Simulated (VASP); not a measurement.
# EuFeAsF (Cmme) in VASP: single point with PBE+U

Aim: the single point of EuFeAsF with PBE+U.

All numbers are computed with VASP 6.6.1; they aren't measurements. Logs are shortened: lines on timing, memory, paths and dates and some standing lists are left out, and cuts for length are marked.

### Step 1. The cell of the first run

Symmetry: Cmme, No. 67, orthorhombic system. Conventional cell: a = 5.592 Å, b = 5.633 Å, c = 8.881 Å, α = 90.00°, β = 90.00°, γ = 90.00°. Eu (site symmetry mm2) has 4 F at 2.29 Å within 3.0 Å. Fe (site symmetry 222) has 4 As at 2.50 Å and 4 Fe at 2.80 to 2.82 Å within 3.3 Å. Within 3.4 Å of As (site symmetry mm2) lie 4 Fe at 2.50 Å and 4 Eu at 3.32 to 3.33 Å. Within 3.0 Å of F (site symmetry 222) lie 4 Eu at 2.29 Å and 4 F at 2.80 to 2.82 Å.

### Step 2. Single point, PBE+U, collinear spin, ferromagnetic start

File INCAR:

```
ALGO = Normal ; EDIFF = 1E-6
ENCUT = 520 ; GGA = PE
ISIF = 2 ; ISMEAR = 0
ISPIN = 2 ; LASPH = True
LCHARG = True ; LDAU = True
LDAUJ = 0 0 0 0 ; LDAUL = 3 2 -1 -1
LDAUPRINT = 1 ; LDAUTYPE = 2
LDAUU = 6 4 0 0 ; LELF = True
LMAXMIX = 6 ; LORBIT = 11
LREAL = False ; LVHAR = True
LWAVE = False ; MAGMOM = 7 7 4 4 0 0 0 0
NBANDS = 51 ; NELM = 150
PREC = Accurate ; SIGMA = 0.05
```

File KPOINTS:

```
k-points
0
Gamma
  4 4 2
```

File POSCAR:

```
EuFeAsF
1.0
    2.7961500000     -2.8167500000      0.0000000000
    2.7961500000      2.8167500000      0.0000000000
    0.0000000000      0.0000000000      8.8812000000
Eu Fe As F
2 2 2 2
Direct
    0.7500000000      0.2500000000      0.3711110000
    0.2500000000      0.7500000000      0.6288890000
    0.2500000000      0.2500000000      0.0000000000
    0.7500000000      0.7500000000      0.0000000000
    0.7500000000      0.2500000000      0.8295570000
    0.2500000000      0.7500000000      0.1704430000
    0.2500000000      0.2500000000      0.5000000000
    0.7500000000      0.7500000000      0.5000000000
```

Potentials or basis: VASP PAW PBE potentials, release 64 (Eu, Fe, As, F).

Command:

```
$ cat potpaw_PBE.64/Eu/POTCAR potpaw_PBE.64/Fe/POTCAR potpaw_PBE.64/As/POTCAR potpaw_PBE.64/F/POTCAR > POTCAR
$ mpirun -np 1 vasp_std > vasp.out
```

OUTCAR:

```text
EDIFF = 1E-6
   ENCUT = 520
   GGA = PE
   ISIF = 2
   ISMEAR = 0
   ISPIN = 2
   LASPH = True
   LORBIT = 11
   LREAL = False
   NELM = 150
   PREC = Accurate

 ion  position               nearest neighbor table
   1  0.750  0.250  0.371-   7 2.29   8 2.29   8 2.29   7 2.29
   2  0.250  0.750  0.629-   7 2.29   8 2.29   7 2.29   8 2.29
   3  0.250  0.250  0.000-   5 2.50   6 2.50   6 2.50   5 2.50   4 2.80   4 2.80   4 2.82   4 2.82

   4  0.750  0.750  0.000-   5 2.50   6 2.50   5 2.50   6 2.50   3 2.80   3 2.80   3 2.82   3 2.82

   5  0.750  0.250  0.830-   3 2.50   4 2.50   4 2.50   3 2.50
   6  0.250  0.750  0.170-   3 2.50   4 2.50   3 2.50   4 2.50
   7  0.250  0.250  0.500-   1 2.29   2 2.29   2 2.29   1 2.29
   8  0.750  0.750  0.500-   1 2.29   2 2.29   1 2.29   2 2.29

  LATTYP: Found a base centered orthorhombic cell.
 ALAT       =     5.5923000000
 B/A-ratio  =     1.0073672729
 C/A-ratio  =     1.5881122257

  Lattice vectors:

 A1 = (   2.7961500000,  -2.8167500000,   0.0000000000)
 A2 = (   2.7961500000,   2.8167500000,   0.0000000000)
 A3 = (   0.0000000000,   0.0000000000,   8.8812000000)

Analysis of symmetry for initial positions (statically):
=====================================================================
 Subroutine PRICEL returns:
 Original cell was already a primitive cell.

 Routine SETGRP: Setting up the symmetry group for a
 base centered orthorhombic supercell.

 Subroutine GETGRP returns: Found  8 space group operations
 (whereof  4 operations were pure point group operations)
 out of a pool of  8 trial point group operations.

The static configuration has the point symmetry C_2h.
 The point group associated with its full space group is D_2h.

Analysis of symmetry for dynamics (positions and initial velocities):
=====================================================================
 Subroutine PRICEL returns:
 Original cell was already a primitive cell.

 Routine SETGRP: Setting up the symmetry group for a
 base centered orthorhombic supercell.

 Subroutine GETGRP returns: Found  8 space group operations
 (whereof  4 operations were pure point group operations)
 out of a pool of  8 trial point group operations.

The dynamic configuration has the point symmetry C_2h.
 The point group associated with its full space group is D_2h.

Analysis of structural, dynamic, and magnetic symmetry:
=====================================================================
 Subroutine PRICEL returns:
 Original cell was already a primitive cell.

 Routine SETGRP: Setting up the symmetry group for a
 base centered orthorhombic supercell.

 Subroutine GETGRP returns: Found  8 space group operations
 (whereof  4 operations were pure point group operations)
 out of a pool of  8 trial point group operations.

The overall configuration has the point symmetry C_2h.
 The point group associated with its full space group is D_2h.

 Subroutine INISYM returns: Found  8 space group operations
 (whereof  4 operations are pure point group operations),
 and found     1 'primitive' translations

----------------------------------------------------------------------------------------

                                     Primitive cell

  volume of cell :     139.8976

  direct lattice vectors                    reciprocal lattice vectors
     2.796150000 -2.816750000  0.000000000     0.178817302 -0.177509541  0.000000000
     2.796150000  2.816750000  0.000000000     0.178817302  0.177509541  0.000000000
     0.000000000  0.000000000  8.881200000     0.000000000  0.000000000  0.112597397

[... 106 lines left out ...]
  Fermi-wavevector in a.u.,A,eV,Ry     =   1.323982  2.501962 23.850022  1.752927
  Thomas-Fermi vector in A             =   2.453550
   LORBIT       =     11    0 simple, 1 ext, 2 COOP (PROOUT), +10 PAW based schemes
 LDA+U is selected, type is set to LDAUTYPE =  2
   angular momentum for each species LDAUL =     3    2   -1   -1
   U (eV)           for each species LDAUU =   6.0  4.0  0.0  0.0
   J (eV)           for each species LDAUJ =   0.0  0.0  0.0  0.0
   GGA     = PE    functional components
   LHFCALC =     F    Hartree Fock is set to
   AEXX    =    0.0000 exact exchange contribution
   IVDW    =     0    specifies the selected vdW correction
   LEPSILON=     F    determine dielectric tensor
   LRPA    =     F    only Hartree local field effects (RPA)
 spin polarized calculation
 Gauss-broadening in eV      SIGMA  =   0.05
  energy-cutoff  :      520.00
  volume of cell :      139.90
 maximum number of plane-waves:      3801
 NGX is ok and might be reduce to    30
   NGX = 15   NGY = 15   NGZ = 33

atom =   1  type =  1  l = 3

 onsite density matrix

spin component  1
[... 132 lines left out ...]
  o =  0.0793  v =  0.0000  0.0000  0.0000  0.0000  0.0000  1.0000  0.0000  0.0000  0.0000  0.0000      0.0000  0.0000  0.0000  0.0000  0.0000  0.0000  0.0000  0.0000  0.0000  0.0000
  o =  0.0905  v =  0.0000  0.0000  0.0000  0.0000  0.0000  0.0000  0.0000 -0.9948  0.0000  0.1017      0.0000  0.0000  0.0000  0.0000  0.0000  0.0000  0.0000  0.0000  0.0000  0.0000
  o =  0.1461  v =  0.0000  0.0000  0.0000  0.0000  0.0000  0.0000  1.0000  0.0000 -0.0000  0.0000      0.0000  0.0000  0.0000  0.0000  0.0000  0.0000  0.0000  0.0000  0.0000  0.0000
  o =  0.2756  v =  0.0000  0.0000  0.0000  0.0000  0.0000  0.0000  0.0000 -0.0000  1.0000 -0.0000      0.0000  0.0000  0.0000  0.0000  0.0000  0.0000  0.0000  0.0000  0.0000  0.0000
  o =  0.8589  v =  0.0000  0.0000  0.0000  0.0000  0.0000  0.0000 -0.0000  0.1017 -0.0000  0.9948      0.0000  0.0000  0.0000  0.0000  0.0000  0.0000  0.0000  0.0000  0.0000  0.0000
  o =  0.9361  v =  0.0000 -0.0000 -0.0459 -0.0000 -0.9989  0.0000  0.0000  0.0000  0.0000  0.0000      0.0000  0.0000  0.0000  0.0000  0.0000  0.0000  0.0000  0.0000  0.0000  0.0000
  o =  0.9392  v =  0.0000  0.0000  0.0000 -1.0000  0.0000  0.0000  0.0000  0.0000  0.0000  0.0000      0.0000  0.0000  0.0000  0.0000  0.0000  0.0000  0.0000  0.0000  0.0000  0.0000
  o =  0.9406  v =  0.0000  1.0000 -0.0000  0.0000 -0.0000  0.0000  0.0000  0.0000  0.0000  0.0000      0.0000  0.0000  0.0000  0.0000  0.0000  0.0000  0.0000  0.0000  0.0000  0.0000
  o =  0.9492  v =  1.0000  0.0000  0.0000  0.0000  0.0000  0.0000  0.0000  0.0000  0.0000  0.0000      0.0000  0.0000  0.0000  0.0000  0.0000  0.0000  0.0000  0.0000  0.0000  0.0000
  o =  0.9549  v =  0.0000  0.0000 -0.9989 -0.0000  0.0459  0.0000  0.0000  0.0000  0.0000  0.0000      0.0000  0.0000  0.0000  0.0000  0.0000  0.0000  0.0000  0.0000  0.0000  0.0000

 number of electron      73.9999979 magnetization      20.8161913

 Free energy of the ion-electron system (eV)
  ---------------------------------------------------
  ext. energy  EPLUGINS =         0.00000000
  ---------------------------------------------------
  free energy    TOTEN  =       -58.43859517 eV

  energy without entropy =      -58.43501107  energy(sigma->0) =      -58.43680312

 E-fermi :   4.8020     XC(G=0): -10.6568

 val. band max:        4.7818212598   @ k =   0.5000   0.2500   0.0000
 cond. band min:       4.8389273088   @ k =   0.5000   0.0000   0.0000
 fundamental gap:      0.0571060490
 Fermi energy:         4.8020224071

 spin component 1

 k-point     1 :       0.0000    0.0000    0.0000
  band No.  band energies     occupation
      1     -35.5714      1.00000
      2     -35.4472      1.00000
      3     -21.9408      1.00000
      4     -21.5097      1.00000
      5     -14.8474      1.00000
      6     -14.8391      1.00000
[... 717 lines left out ...]
     48       3.8454      1.00000
     49       7.2410      0.00000
 Fermi energy:         4.8020224071

 spin component 2

 k-point     1 :       0.0000    0.0000    0.0000
  band No.  band energies     occupation
      1     -32.5004      1.00000
      2     -32.3123      1.00000
      3     -21.8021      1.00000
      4     -21.4961      1.00000
      5     -12.7579      1.00000
      6     -12.7487      1.00000
[... 717 lines left out ...]
     48      13.0074      0.00000
     49      13.7450      0.00000
 [bands above 49 left out]

------------------------ aborting loop because EDIFF is reached ----------------------------------------

  FORCE on cell =-STRESS in cart. coord.  units (eV):
  Direction    XX          YY          ZZ          XY          YZ          ZX
  --------------------------------------------------------------------------------------
  -------------------------------------------------------------------------------------
  Total       12.4908198     11.8875934     10.4437254      0.0000000     -0.0000000      0.0000000
  in kB      143.0510699    136.1426220    119.6067289      0.0000000     -0.0000000      0.0000000
  external PRESSURE =     132.9334736 kB  Pullay stress =       0.0000000 kB

 VOLUME and BASIS-vectors are now :
 -----------------------------------------------------------------------------
  energy-cutoff  :      520.00
  volume of cell :      139.90
      direct lattice vectors                 reciprocal lattice vectors
     2.796150000 -2.816750000  0.000000000     0.178817302 -0.177509541  0.000000000
     2.796150000  2.816750000  0.000000000     0.178817302  0.177509541  0.000000000
     0.000000000  0.000000000  8.881200000     0.000000000  0.000000000  0.112597397

 POSITION                                       TOTAL-FORCE (eV/Angst)
 -----------------------------------------------------------------------------------
      2.79615     -1.40838      3.29591         0.000000     -0.000000     -3.454091
      2.79615      1.40838      5.58529        -0.000000     -0.000000      3.454091
      1.39807      0.00000      0.00000         0.000000     -0.000000     -0.000000
      4.19422      0.00000      0.00000         0.000000     -0.000000      0.000000
      2.79615     -1.40838      7.36746         0.000000     -0.000000     -0.975266
      2.79615      1.40838      1.51374        -0.000000     -0.000000      0.975266
      1.39807      0.00000      4.44060         0.000000      0.000000      0.000000
      4.19422      0.00000      4.44060         0.000000      0.000000      0.000000
 -----------------------------------------------------------------------------------
    total drift:                               -0.000000     -0.000000     -0.000000

  FREE ENERGIE OF THE ION-ELECTRON SYSTEM (eV)
  ---------------------------------------------------
  free  energy   TOTEN  =       -58.4385951660 eV

  energy  without entropy=      -58.4350110747  energy(sigma->0) =      -58.43680312

 total charge

# of ion       s       p       d       f       tot
--------------------------------------------------
    1        2.031   5.823   0.305   6.863  15.022
    2        2.031   5.823   0.305   6.863  15.022
    3        0.380   0.431   6.148   0.000   6.959
    4        0.380   0.431   6.148   0.000   6.959
    5        1.202   1.626   0.031   0.000   2.860
    6        1.202   1.626   0.031   0.000   2.860
    7        1.744   4.424   0.000   0.000   6.168
    8        1.744   4.424   0.000   0.000   6.168
--------------------------------------------------
tot         10.715  24.608  12.969  13.725  62.018

 magnetization (x)

# of ion       s       p       d       f       tot
--------------------------------------------------
    1       -0.014  -0.119   0.046   6.814   6.727
    2       -0.014  -0.119   0.046   6.814   6.727
    3        0.031   0.040   3.266   0.000   3.336
    4        0.031   0.040   3.266   0.000   3.336
    5        0.002  -0.048   0.005   0.000  -0.042
    6        0.002  -0.048   0.005   0.000  -0.042
    7       -0.001  -0.015   0.000   0.000  -0.016
    8       -0.001  -0.015   0.000   0.000  -0.016
--------------------------------------------------
tot          0.034  -0.286   6.634  13.629  20.011
```

Run time: 20 min. Hardware: 1 thread of Intel Xeon 8259CL, shared host; peak memory 0.41 GiB.

Results:

```yaml
Free_energy: -58.4386 eV
Pressure: 13.3 GPa
Largest_force: 3.454 eV/Å
Net_moment: 20.82 μB per cell
Site_moments: Eu +6.73; Fe +3.34; As -0.04; F -0.02 μB
Valence_electrons_inside_the_program's_atomic_spheres: Eu 15.02; Fe 6.96; As 2.86; F 6.17
```

Forces in eV/Å, atoms in the order of the input:
```
Eu   0.000  0.000 -3.454
Eu   0.000  0.000  3.454
Fe   0.000  0.000  0.000
Fe   0.000  0.000  0.000
As   0.000  0.000 -0.975
As   0.000  0.000  0.975
F    0.000  0.000  0.000
F    0.000  0.000  0.000
```

Stress tensor (GPa, compression positive):
```
14.31  0.00  0.00
 0.00 13.61  0.00
 0.00  0.00 11.96
```

Levels at points of the mesh, in eV from the Fermi level:
Spin up:
| k point | band 44 | band 45 | band 46 | band 47 | band 48 | band 49 | band 50 | band 51 |
| --- | --- | --- | --- | --- | --- | --- | --- | --- |
| (0.00, 0.00, 0.00) | -1.05 | -1.05 | -0.60 | 0.52 | 0.56 | 1.73 | 1.90 | 2.21 |
| (0.50, 0.00, 0.00) | -1.01 | -0.88 | -0.88 | 0.04 | 0.04 | 2.61 | 2.61 | 3.00 |
| (0.50, 0.50, 0.00) | -1.02 | -0.97 | -0.97 | -0.95 | -0.95 | 1.67 | 1.72 | 2.96 |
| (0.00, 0.00, 0.50) | -1.00 | -1.00 | -0.75 | 0.53 | 0.56 | 2.13 | 2.33 | 2.52 |
| (0.50, 0.00, 0.50) | -1.01 | -0.82 | -0.82 | 0.04 | 0.04 | 2.81 | 2.81 | 3.21 |
| (0.50, 0.50, 0.50) | -1.02 | -0.97 | -0.97 | -0.96 | -0.96 | 2.44 | 2.51 | 3.02 |
Spin down:
```csv
k point,band 23,band 24,band 25,band 26,band 27,band 28,band 29,band 30
"(0.00, 0.00, 0.00)",-2.18,-2.02,-1.98,-0.56,0.31,0.77,0.81,1.11
"(0.50, 0.00, 0.00)",-2.57,-2.57,-1.13,-1.13,0.57,0.57,1.37,1.37
"(0.50, 0.50, 0.00)",-2.60,-2.58,-1.76,-1.40,-1.04,-0.64,0.96,1.52
"(0.00, 0.00, 0.50)",-2.19,-2.01,-1.96,-0.56,0.42,0.73,0.86,1.11
"(0.50, 0.00, 0.50)",-2.47,-2.47,-1.14,-1.14,0.56,0.56,1.36,1.36
"(0.50, 0.50, 0.50)",-2.62,-2.60,-1.76,-1.40,-1.00,-0.58,0.96,1.52
```

Eigenvalues of the final occupation matrices:
| site | spin | trace | eigenvalues |
| --- | --- | --- | --- |
| site 1 f | 1 | 6.85 | 0.97 0.98 0.98 0.98 0.98 0.98 0.98 |
| site 1 f | 2 | 0.03 | 0.00 0.00 0.00 0.00 0.00 0.00 0.01 |
| site 2 f | 1 | 6.85 | 0.97 0.98 0.98 0.98 0.98 0.98 0.98 |
| site 2 f | 2 | 0.03 | 0.00 0.00 0.00 0.00 0.00 0.00 0.01 |
| site 3 d | 1 | 4.72 | 0.94 0.94 0.94 0.95 0.95 |
| site 3 d | 2 | 1.45 | 0.08 0.09 0.15 0.28 0.86 |
| site 4 d | 1 | 4.72 | 0.94 0.94 0.94 0.95 0.95 |
| site 4 d | 2 | 1.45 | 0.08 0.09 0.15 0.28 0.86 |

Caveat: the k points lie up to 0.40 Å⁻¹ apart; spin-orbit coupling is left out, which moves the levels of the heavy elements; only a ferromagnetic start was run, and an antiferromagnetic order may lie lower in energy; forces of over 1 eV/Å act on the atoms, so gaps and moduli don't describe the material at rest.
